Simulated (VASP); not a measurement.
Set up this calculation in VASP 6.6.1, as the native input.

```
Task                            : G0W0 quasiparticle levels
Functional                      : PBE
Potentials or basis             : VASP PAW PBE potentials, release 64 (Si_GW, C_GW)
Cutoff                          : 500 eV
k mesh                          : 6 × 6 × 6
Occupations                     : gaussian, width 0.01 eV
Spin                            : no spin polarisation
Dipole correction               : no
GW scheme                       : G0W0
GW iterations                   : 1
Cutoff of the response function : 140
Frequency points                : 96
Empty bands                     : 77
Further INCAR settings          : ALGO = EVGW0; EDIFF = 1e-08; NBANDS = 81
```

Crystal: SiC.

```
Si C
1.0
     0.00000    2.17805    2.17805
     2.17805    0.00000    2.17805
     2.17805    2.17805    0.00000
Si C
1 1
Direct
  0.25000 0.25000 0.25000
  0.00000 0.00000 0.00000
```

One way to write it, as run:

POSCAR

```
SiC
1.0
    0.0000000000      2.1780497569      2.1780497569
    2.1780497569      0.0000000000      2.1780497569
    2.1780497569      2.1780497569      0.0000000000
Si C
1 1
Direct
    0.2500000000      0.2500000000      0.2500000000
    0.0000000000      0.0000000000      0.0000000000
```

INCAR.step1

```
SYSTEM = SiC
PREC = Accurate
ENCUT = 500
EDIFF = 1E-8
ISMEAR = 0
SIGMA = 0.01
LREAL = .FALSE.
LASPH = .TRUE.
NELM = 80
ALGO = Normal
LWAVE = .TRUE.
LCHARG = .FALSE.
GGA = PE
```

INCAR.step2

```
SYSTEM = SiC
PREC = Accurate
ENCUT = 500
EDIFF = 1E-8
ISMEAR = 0
SIGMA = 0.01
LREAL = .FALSE.
LASPH = .TRUE.
NELM = 1
ALGO = Exact
LWAVE = .TRUE.
LCHARG = .FALSE.
GGA = PE
NBANDS = 81
LOPTICS = .TRUE.
ISTART = 1
```

INCAR.step3

```
SYSTEM = SiC
PREC = Accurate
ENCUT = 500
EDIFF = 1E-8
ISMEAR = 0
SIGMA = 0.01
LREAL = .FALSE.
LASPH = .TRUE.
ALGO = EVGW0
LWAVE = .FALSE.
LCHARG = .FALSE.
GGA = PE
NELMGW = 1
NBANDS = 81
ENCUTGW = 140.0
NOMEGA = 96
PRECFOCK = Fast
ISTART = 1
NBANDSGW = 12
OMEGAMAX = 20
```

KPOINTS

```
regular mesh
0
G
  6 6 6
  0 0 0
```

Potentials or basis: VASP PAW PBE potentials, release 64 (Si_GW, C_GW).

Run with:

```console
$ cat potpaw_PBE.64/Si_GW/POTCAR potpaw_PBE.64/C_GW/POTCAR > POTCAR
$ cp INCAR.step1 INCAR
$ mpirun -np 1 vasp_std > vasp.out
$ cp INCAR.step2 INCAR
$ mpirun -np 1 vasp_std > vasp.out
$ cp INCAR.step3 INCAR
$ mpirun -np 1 vasp_std > vasp.out
```

Results of the run:

| Item | Value |
| --- | --- |
| Quasiparticle gap | 2.13 eV |
| Least direct quasiparticle gap | 5.57 eV |
| Band gap of the starting levels on the mesh | 1.35 eV |
| Least direct gap of the starting levels on the mesh | 4.54 eV |

Caveat: the k points lie up to 0.42 Å⁻¹ apart; bands, screening cutoff and mesh are small and nothing is extrapolated, so the quasiparticle values aren't converged.

Run time: 3.1 min on 1 thread of AMD EPYC 9R45 (Zen 5), with other jobs on the host, peak memory 0.33 GiB.
